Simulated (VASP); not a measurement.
Input of a VASP 6.6.1 run:

INCAR

```
PREC = Accurate
ENCUT = 520
EDIFF = 1E-7
ISMEAR = 0
SIGMA = 0.15
LREAL = False
LASPH = True
NELM = 100
ALGO = Fast
ISIF = 2
LWAVE = False
LCHARG = False
GGA = CA
NBANDS = 14
```

KPOINTS

```
Automatic mesh
0
Gamma
  16 16 16
```

File POSCAR:

```
TiAl
1.0
    3.0688340809      0.0000000000      0.0000000000
    0.0000000000      3.0688340809      0.0000000000
    0.0000000000      0.0000000000      3.6261343500
Ti Al
1 1
Direct
    0.0000000000      0.0000000000      0.0000000000
    0.5000000000      0.5000000000      0.5000000000
```

Potentials or basis: VASP PAW LDA potentials, release 64 (Ti_sv, Al).

Command:

```sh
$ cat potpaw_LDA.64/Ti_sv/POTCAR potpaw_LDA.64/Al/POTCAR > POTCAR
$ mpirun -np 1 vasp_std > vasp.out
```

Q: What does it give for the band gap on the k mesh?

A: Zero (an odd number of electrons rules out a gap without spin polarisation).

Q: Estimate the pressure.

A: -11.2 GPa.

Stress tensor (GPa, compression positive):
```
-14.08   0.00   0.00
  0.00 -14.08   0.00
  0.00   0.00  -5.30
```

Caveat: the stress differs along the axes, from -14 to -5 GPa.
